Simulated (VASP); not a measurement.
# Cd (Im-3m) in VASP: a series of runs

Cd is run at these levels: PBE; tasks: single point.

Program: VASP 6.6.1. These are calculated values, not measurements. Logs are shortened: lines on timing, memory, paths and dates and some standing lists are left out, and cuts for length are marked.

### Step 1. The cell of the first run

Symmetry: Im-3m, No. 229, cubic system. Conventional cell: a = 3.200 Å, b = 3.200 Å, c = 3.200 Å, α = 90.00°, β = 90.00°, γ = 90.00°. Cd (site symmetry m-3m) has 14 Cd at 2.77 to 3.20 Å within 3.7 Å.

This isn't the form of Cd at room conditions, which is hcp.

### Step 2. Single point, PBE (16.38 Å³/atom)

INCAR

```
SYSTEM = Cd
PREC = Accurate
ENCUT = 520
EDIFF = 1E-7
ISMEAR = -1
SIGMA = 0.05
LREAL = .FALSE.
LASPH = .TRUE.
NELM = 80
ALGO = Normal
ISIF = 2
LWAVE = .FALSE.
LCHARG = .FALSE.
GGA = PE
NBANDS = 12
```

KPOINTS

```
Automatic mesh
0
G
  17 17 17
  0 0 0
```

POSCAR

```
Cd
1.0
   -1.5999607334      1.5999607334      1.5999607334
    1.5999607334     -1.5999607334      1.5999607334
    1.5999607334      1.5999607334     -1.5999607334
Cd
1
Direct
    0.0000000000      0.0000000000      0.0000000000
```

Potentials or basis: VASP PAW PBE potentials, release 64 (Cd).

The run is started by

```console
$ cat potpaw_PBE.64/Cd/POTCAR > POTCAR
$ mpirun -np 1 vasp_std > vasp.out
```

OUTCAR:

```text
SYSTEM = Cd
   PREC = Accurate
   ENCUT = 520
   EDIFF = 1E-7
   ISMEAR = -1
   LREAL = .FALSE.
   LASPH = .TRUE.
   NELM = 80
   ISIF = 2
   GGA = PE

 ion  position               nearest neighbor table
   1  0.000  0.000  0.000-

  LATTYP: Found a body centered cubic cell.
 ALAT       =     3.1999214668

  Lattice vectors:

 A1 = (  -1.5999607334,   1.5999607334,   1.5999607334)
 A2 = (   1.5999607334,  -1.5999607334,   1.5999607334)
 A3 = (   1.5999607334,   1.5999607334,  -1.5999607334)

Analysis of symmetry for initial positions (statically):
=====================================================================
 Subroutine PRICEL returns:
 Original cell was already a primitive cell.

 Routine SETGRP: Setting up the symmetry group for a
 body centered cubic supercell.

 Subroutine GETGRP returns: Found 48 space group operations
 (whereof 48 operations were pure point group operations)
 out of a pool of 48 trial point group operations.

The static configuration has the point symmetry O_h .

Analysis of symmetry for dynamics (positions and initial velocities):
=====================================================================
 Subroutine PRICEL returns:
 Original cell was already a primitive cell.

 Routine SETGRP: Setting up the symmetry group for a
 body centered cubic supercell.

 Subroutine GETGRP returns: Found 48 space group operations
 (whereof 48 operations were pure point group operations)
 out of a pool of 48 trial point group operations.

The dynamic configuration has the point symmetry O_h .

 Subroutine INISYM returns: Found 48 space group operations
 (whereof 48 operations are pure point group operations),
 and found     1 'primitive' translations

----------------------------------------------------------------------------------------

                                     Primitive cell

  volume of cell :      16.3828

  direct lattice vectors                    reciprocal lattice vectors
    -1.599960733  1.599960733  1.599960733     0.000000000  0.312507669  0.312507669
     1.599960733 -1.599960733  1.599960733     0.312507669  0.000000000  0.312507669
     1.599960733  1.599960733 -1.599960733     0.312507669  0.312507669  0.000000000

  length of vectors
     2.771213280  2.771213280  2.771213280     0.441952584  0.441952584  0.441952584

  position of ions in fractional coordinates (direct lattice)
     0.000000000  0.000000000  0.000000000

  ion indices of the primitive-cell ions
   primitive index   ion index
                 1           1

----------------------------------------------------------------------------------------

 KPOINTS: Automatic mesh

Automatic generation of k-mesh.
 Grid dimensions read from file:
 generate k-points for:   17   17   17

 Generating k-lattice:

  Cartesian coordinates                     Fractional coordinates (reciprocal lattice)
     0.000000000  0.018382804  0.018382804     0.058823529  0.000000000  0.000000000
     0.018382804  0.000000000  0.018382804     0.000000000  0.058823529  0.000000000
     0.018382804  0.018382804  0.000000000     0.000000000  0.000000000  0.058823529

  Length of vectors
     0.025997211  0.025997211  0.025997211

  Shift w.r.t. Gamma in fractional coordinates (k-lattice)
     0.000000000  0.000000000  0.000000000

 Subroutine IBZKPT returns following result:
 ===========================================

 Found    165 irreducible k-points:

 Following reciprocal coordinates:
            Coordinates               Weight
  0.000000  0.000000  0.000000      1.000000
  0.058824  0.000000  0.000000     12.000000
  0.117647  0.000000  0.000000     12.000000
  0.176471  0.000000  0.000000     12.000000
  0.235294  0.000000  0.000000     12.000000
  0.294118  0.000000  0.000000     12.000000
[... 16 lines left out ...]
  0.411765  0.117647  0.000000     48.000000
  0.176471  0.176471  0.000000     24.000000
 [... further k-points ...]
   k-points           NKPTS =    165   k-points in BZ     NKDIM =    165   number of bands    NBANDS=     12
   number of dos      NEDOS =    301   number of ions     NIONS =      1
   total plane-waves  NPLWV =  13824
   dimension x,y,z NGX =    24 NGY =   24 NGZ =   24
   dimension x,y,z NGXF=    48 NGYF=   48 NGZF=   48
   ions per type =               1
   NGX,Y,Z   is equivalent  to a cutoff of  14.40, 14.40, 14.40 a.u.
   NGXF,Y,Z  is equivalent  to a cutoff of  28.80, 28.80, 28.80 a.u.
 SYSTEM =  Cd
   PREC   = accura    normal or accurate (medium, high low for compatibility)
   ISTART =      0    job   : 0-new  1-cont  2-samecut
   ICHARG =      2    charge: 1-file 2-atom 10-const
   ISPIN  =      1    spin polarized calculation?
   LNONCOLLINEAR =      F non collinear calculations
   LSORBIT =      F    spin-orbit coupling
   LASPH  =      T    aspherical Exc in radial PAW
   ENCUT  =  520.0 eV  38.22 Ry    6.18 a.u.   5.15  5.15  5.15*2*pi/ulx,y,z
   NELM   =     80;   NELMIN=  2; NELMDL= -5     # of ELM steps
   EDIFF  = 0.1E-06   stopping-criterion for ELM
   LREAL  =      F    real-space projection
   EDIFFG = 0.1E-05   stopping-criterion for IOM
   NSW    =      0    number of steps for IOM
   IBRION =     -1    ionic relax: 0-MD 1-quasi-New 2-CG
   NFREE  =      0    steps in history (QN), initial steepest desc. (CG)
   ISIF   =      2    stress and relaxation
   ISYM   =      2    0-nonsym 1-usesym 2-fastsym
   POTIM  = 0.5000    time-step for ionic-motion
   TEBEG  =    0.0;   TEEND  =   0.0 temperature during run
   PSTRESS=    0.0 pullay stress
   NELECT =      12.0000    total number of electrons
   NUPDOWN=      -1.0000    fix difference up-down
   EMIN   =  10.00;   EMAX   =-10.00  energy-range for DOS
   EFERMI =   0.00;   METHOD = LEGACY
   ISMEAR =    -1;   SIGMA  =   0.05  broadening in eV -4-tet -1-fermi 0-gaus
   EFERMI_NEDOS =   21; number of points for ismear=-14 and -15
   IALGO  =     38    algorithm
   IMIX   =      4    mixing-type and parameters
     AMIX     =   0.40;   BMIX     =  1.00
     AMIX_MAG =   1.60;   BMIX_MAG =  1.00
  volume/ion in A,a.u.               =      16.38       110.56
  Fermi-wavevector in a.u.,A,eV,Ry     =   1.475727  2.788719 29.630349  2.177769
  Thomas-Fermi vector in A             =   2.590341
   LORBIT       =      0    0 simple, 1 ext, 2 COOP (PROOUT), +10 PAW based schemes
   GGA     = PE    functional components
   LHFCALC =     F    Hartree Fock is set to
   AEXX    =    0.0000 exact exchange contribution
   IVDW    =     0    specifies the selected vdW correction
   LEPSILON=     F    determine dielectric tensor
   LRPA    =     F    only Hartree local field effects (RPA)
 non-spin polarized calculation
  energy-cutoff  :      520.00
  volume of cell :       16.38
 maximum number of plane-waves:       458
 NGX is ok and might be reduce to    24
   NGX = 11   NGY = 11   NGZ = 11

 number of electron      11.9999997 magnetization

 Free energy of the ion-electron system (eV)
  ---------------------------------------------------
  ext. energy  EPLUGINS =         0.00000000
  ---------------------------------------------------
  free energy    TOTEN  =        -0.11890314 eV

  energy without entropy =       -0.11669903  energy(sigma->0) =       -0.11780109

 E-fermi :   5.7874     XC(G=0): -12.5973

 val. band max:        5.7850685935   @ k =  -0.4118  -0.4118   0.0588
 cond. band min:       5.7906827219   @ k =  -0.4706   0.4706   0.1176
 fundamental gap:      0.0056141285
 Fermi energy:         5.7874113539

 k-point     1 :       0.0000    0.0000    0.0000
  band No.  band energies     occupation
      1      -5.9246      2.00000
      2      -5.0008      2.00000
      3      -5.0008      2.00000
      4      -5.0008      2.00000
      5      -3.8657      2.00000
      6      -3.8657      2.00000
      7      22.1926      0.00000
      8      22.1926      0.00000
      9      22.1926      0.00000
     10      26.5370      0.00000
     11      26.5370      0.00000
     12      26.5370      0.00000

 k-point     2 :       0.0588    0.0000    0.0000
  band No.  band energies     occupation
      1      -5.8104      2.00000
      2      -5.0225      2.00000
      3      -4.9919      2.00000
      4      -4.9440      2.00000
      5      -3.8888      2.00000
      6      -3.8644      2.00000
      7      21.5646      0.00000
      8      22.0664      0.00000
      9      22.1714      0.00000
     10      25.2821      0.00000
     11      25.3358      0.00000
     12      25.6060      0.00000

 k-point     3 :       0.1176    0.0000    0.0000
  band No.  band energies     occupation
      1      -5.5246      2.00000
      2      -5.0844      2.00000
      3      -4.9184      2.00000
      4      -4.7785      2.00000
      5      -3.9431      2.00000
      6      -3.8601      2.00000
      7      19.7496      0.00000
      8      21.4568      0.00000
      9      22.1158      0.00000
     10      23.9754      0.00000
     11      24.1699      0.00000
     12      24.7678      0.00000
[... 286 lines left out ...]
 k-point    23 :       0.4118    0.1176    0.0000
  band No.  band energies     occupation
      1      -5.8073      2.00000
      2      -5.5236      2.00000
      3      -3.9524      2.00000
      4      -3.9195      2.00000
      5      -3.3155      2.00000
      6       2.3840      2.00000
      7       5.7282      1.53110
      8      14.0300      0.00000
      9      16.7455      0.00000
     10      22.6353      0.00000
     11      25.8920      0.00000
     12      28.1616      0.00000

 k-point    24 :       0.1765    0.1765    0.0000
  band No.  band energies     occupation
      1      -5.4463      2.00000
      2      -5.1464      2.00000
      3      -4.4830      2.00000
      4      -4.1008      2.00000
      5      -3.7823      2.00000
      6      -1.9391      2.00000
      7      13.7776      0.00000
      8      14.0351      0.00000
      9      18.5778      0.00000
     10      22.9172      0.00000
     11      25.4576      0.00000
     12      27.8334      0.00000

 [... further k-points ...]
[... 5 lines left out ...]
  --------------------------------------------------------------------------------------
  -------------------------------------------------------------------------------------
  Total        3.9611480      3.9611480      3.9611480      0.0000000      0.0000000     -0.0000000
  in kB      387.3857919    387.3857919    387.3857919      0.0000000      0.0000000     -0.0000000
  external PRESSURE =     387.3857919 kB  Pullay stress =       0.0000000 kB

 VOLUME and BASIS-vectors are now :
 -----------------------------------------------------------------------------
  energy-cutoff  :      520.00
  volume of cell :       16.38
      direct lattice vectors                 reciprocal lattice vectors
    -1.599960733  1.599960733  1.599960733     0.000000000  0.312507669  0.312507669
     1.599960733 -1.599960733  1.599960733     0.312507669  0.000000000  0.312507669
     1.599960733  1.599960733 -1.599960733     0.312507669  0.312507669  0.000000000

 POSITION                                       TOTAL-FORCE (eV/Angst)
 -----------------------------------------------------------------------------------
      0.00000      0.00000      0.00000        -0.000000      0.000000     -0.000000
 -----------------------------------------------------------------------------------
    total drift:                                0.000000      0.000000      0.000000

  FREE ENERGIE OF THE ION-ELECTRON SYSTEM (eV)
  ---------------------------------------------------
  free  energy   TOTEN  =        -0.1189031430 eV

  energy  without entropy=       -0.1166990279  energy(sigma->0) =       -0.11780109
```

It took 28 s on 1 thread of Intel Xeon 8259CL, shared host; peak memory 0.16 GiB.

What came out:

* Free energy: -0.1189 eV
* Pressure: 38.7 GPa
* Band gap on the k mesh: zero (bands 6 and 7 overlap by 3.54 eV)

Levels at points of the mesh, in eV from the Fermi level:
```csv
k point,band 2,band 3,band 4,band 5,band 6,band 7,band 8,band 9,band 10,band 11
"(0.00, 0.00, 0.00)",-10.79,-10.79,-10.79,-9.65,-9.65,16.41,16.41,16.41,20.75,20.75
```

Caveat: the cell stands under pressure.

### Step 3. Single point, PBE (18.72 Å³/atom)

This run uses another cell than the first one, of 18.72 Å³/atom.

INCAR

```
ALGO = Normal
EDIFF = 1E-6
ENCUT = 520
GGA = PE
ISIF = 2
ISMEAR = -1
LASPH = T
LCHARG = F
LREAL = F
LWAVE = F
NBANDS = 12
NELM = 60
PREC = Accurate
SIGMA = 0.05
```

KPOINTS

```
k-points
0
Gamma
  17 17 17
```

POSCAR

```
Cd
1.0
   -1.6727844135      1.6727844135      1.6727844135
    1.6727844135     -1.6727844135      1.6727844135
    1.6727844135      1.6727844135     -1.6727844135
Cd
1
Direct
    0.0000000000      0.0000000000      0.0000000000
```

Potentials or basis: VASP PAW PBE potentials, release 64 (Cd).

The run is started by

```console
$ cat potpaw_PBE.64/Cd/POTCAR > POTCAR
$ mpirun -np 1 vasp_std > vasp.out
```

It took 30 s on 1 thread of Intel Xeon 8259CL, shared host; peak memory 0.16 GiB.

Results (log left out):

| Property | Result |
| --- | --- |
| Free energy | -0.5019 eV |
| Pressure | 16.5 GPa |
| Band gap on the k mesh | zero (bands 6 and 7 overlap by 3.68 eV) |

Levels at points of the mesh, in eV from the Fermi level:
| k point | band 4 | band 5 | band 6 | band 7 | band 8 | band 9 |
| --- | --- | --- | --- | --- | --- | --- |
| (0.00, 0.00, 0.00) | -9.97 | -9.09 | -9.09 | 16.07 | 16.07 | 16.07 |

Caveat: the cell stands under pressure.

### Step 4. Single point, PBE (21.06 Å³/atom)

This run uses another cell than the first one, of 21.06 Å³/atom.

INCAR

```
SYSTEM = Cd
ALGO = Normal
EDIFF = 1E-6
ENCUT = 520
GGA = PE
ISIF = 2
ISMEAR = -1
LASPH = .True.
LCHARG = .False.
LREAL = .False.
LWAVE = .False.
NBANDS = 12
NELM = 80
PREC = Accurate
SIGMA = 0.05
```

KPOINTS

```
k-points
0
Gamma
  17 17 17
  0 0 0
```

POSCAR

```
Cd
1.0
   -1.7397658990      1.7397658990      1.7397658990
    1.7397658990     -1.7397658990      1.7397658990
    1.7397658990      1.7397658990     -1.7397658990
Cd
1
Direct
    0.0000000000      0.0000000000      0.0000000000
```

The run is started by

```console
$ cat potpaw_PBE.64/Cd/POTCAR > POTCAR
$ mpirun -np 1 vasp_std > vasp.out
```

Run time: 32 s. Hardware: 1 thread of Intel Xeon 8259CL, shared host; peak memory 0.17 GiB.

The run converged. Its results:

* Free energy: -0.6547 eV
* Pressure: 5.6 GPa
* Band gap on the k mesh: zero (bands 6 and 7 overlap by 3.74 eV)

Levels at points of the mesh, in eV from the Fermi level:
```
           k point  band 2  band 3  band 4  band 5  band 6  band 7  band 8  band 9  band 10  band 11
(0.00, 0.00, 0.00)   -9.42   -9.42   -9.15   -8.72   -8.72   15.67   15.67   15.67    16.92    16.92
```

Caveat: the cell stands under pressure.

### Step 5. Single point, PBE (23.40 Å³/atom)

This run uses another cell than the first one, of 23.40 Å³/atom.

INCAR

```
PREC = Accurate
ENCUT = 520
EDIFF = 1E-7
ISMEAR = -1
SIGMA = 0.05
LREAL = False
LASPH = True
NELM = 100
ALGO = Normal
ISIF = 2
LWAVE = False
LCHARG = False
GGA = PE
NBANDS = 12
```

KPOINTS

```
Automatic mesh
0
Gamma
  17 17 17
```

POSCAR

```
Cd
1.0
   -1.8019523847      1.8019523847      1.8019523847
    1.8019523847     -1.8019523847      1.8019523847
    1.8019523847      1.8019523847     -1.8019523847
Cd
1
Direct
    0.0000000000      0.0000000000      0.0000000000
```

The run is started by

```console
$ cat potpaw_PBE.64/Cd/POTCAR > POTCAR
$ mpirun -np 1 vasp_std > vasp.out
```

Run time: 34 s. Hardware: 1 thread of Intel Xeon 8259CL, shared host; peak memory 0.17 GiB.

The run converged. Its results:

```
Free energy            : -0.6926 eV
Pressure               : 0.2 GPa
Band gap on the k mesh : zero (bands 6 and 7 overlap by 3.79 eV)
```

Levels at points of the mesh, in eV from the Fermi level:
```csv
k point,band 4,band 5,band 6,band 7,band 8,band 9
"(0.00, 0.00, 0.00)",-8.49,-8.49,-8.31,15.24,15.24,15.24
```

### Step 6. The runs side by side

```csv
cell,gap on the mesh (eV),pressure (GPa)
"a = 2.771 Å, angles 109.5°, 1 atom",none,38.7
"a = 2.897 Å, angles 109.5°, 1 atom",none,16.5
"a = 3.013 Å, angles 109.5°, 1 atom",none,5.6
"a = 3.121 Å, angles 109.5°, 1 atom",none,0.2
```

Alike in all rows: task single point; level PBE; potentials or basis VASP PAW PBE potentials, release 64 (Cd); no spin polarisation; k mesh 17 × 17 × 17; cutoff (eV) 520; smearing fermi-dirac 0.05 eV.

Caveats: the cell stands under pressure (at least some runs).

Absolute energies hang on the potentials; compare differences alone.

The gap in the log of VASP goes by the Fermi energy; the results here count the filled bands.